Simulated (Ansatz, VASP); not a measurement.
TaN in VASP and in Ansatz

File INCAR:

```
SYSTEM = TaN
PREC = Accurate
ENCUT = 520
EDIFF = 1E-6
ISMEAR = 0
SIGMA = 0.05
LREAL = .FALSE.
LASPH = .TRUE.
NELM = 150
ALGO = Normal
ISIF = 2
LWAVE = .FALSE.
LCHARG = .TRUE.
MAGMOM = 0 0 0 0 0 0
LORBIT = 11
LSORBIT = .TRUE.
GGA_COMPAT = .FALSE.
LORBMOM = .TRUE.
LMAXMIX = 4
LDAU = .TRUE.
LDAUTYPE = 2
LDAUL = 2 -1
LDAUU = 3 0
LDAUJ = 0 0
LDAUPRINT = 1
GGA = RP
IVDW = 12
LVHAR = .TRUE.
NBANDS = 28
```

File KPOINTS:

```
regular mesh
0
G
  8 8 7
  0 0 0
```

File POSCAR:

```
TaN
1.0
    2.8780239874      0.0000000000      0.0000000000
   -1.4390119937      2.4924418858      0.0000000000
    0.0000000000      0.0000000000      2.8241467514
Ta N
1 1
Direct
    0.0000000000      0.0000000000      0.5000000000
    0.6666666667      0.3333333333      0.0000000000
```

input.yaml

```yaml
crystal:
  lattice:
    - [2.8780239874, 0.0, 0.0]
    - [-1.4390119937, 2.4924418858, 0.0]
    - [0.0, 0.0, 2.8241467514]
  atoms:
    - { symbol: Ta, position: [0.0, 0.0, 0.5] }
    - { symbol: "N", position: [0.6666666667, 0.3333333333, 0.0] }
kpoints:
  mp_grid: { grid: [8, 8, 7] }
scf:
  occupations: { method: gaussian, width: 0.05 }
hamiltonian:
  xc: rpbe
  dispersion: d3bj
  pseudopotentials: { kind: all_electron, lapw: { basis_error: 0.001 } }
  hubbard:
    sites: [{ species: Ta, l: d, u_eff: 3 }]
    double_counting: fll
    projectors: ortho-atomic
magnetization:
  noncollinear: true
  spin_orbit: true
output:
  forces: true
  stress: true
  eigenvalues: true
  hubbard: {}
```

Change from the starting cell: volume scaled by 0.94.

Alike in both runs: task single point; functional RPBE; dispersion D3(BJ); k mesh 8 × 8 × 7; occupations gaussian, width 0.05 eV; non-collinear spin, spin-orbit coupling; Hubbard terms Ta d U = 3.0 eV.

```csv
,VASP,Ansatz
version,VASP 6.6.1,Ansatz 0.2.0
potentials or method,"VASP PAW PBE potentials, release 64 (Ta_pv, N), cutoff 520 eV","all-electron LAPW, relativistic spinors"
```

```csv
,VASP,Ansatz,Ansatz less VASP
pressure (GPa),-0.3,-10.1,-9.83
"traceless stress, the component that is largest in VASP (GPa)",3.01,1.37,-1.640
net moment per atom (μB),0.00,0.00,0.000
```

VASP's potentials were made for PBE, not for RPBE. The programs project onto different local orbitals, so the same U acts differently, and such runs can settle in different states. Ansatz ran all-electron here, and VASP with PAW potentials.

Noted on Ansatz's run: U is the effective U less J, on atomic orbitals that reach past the spheres.
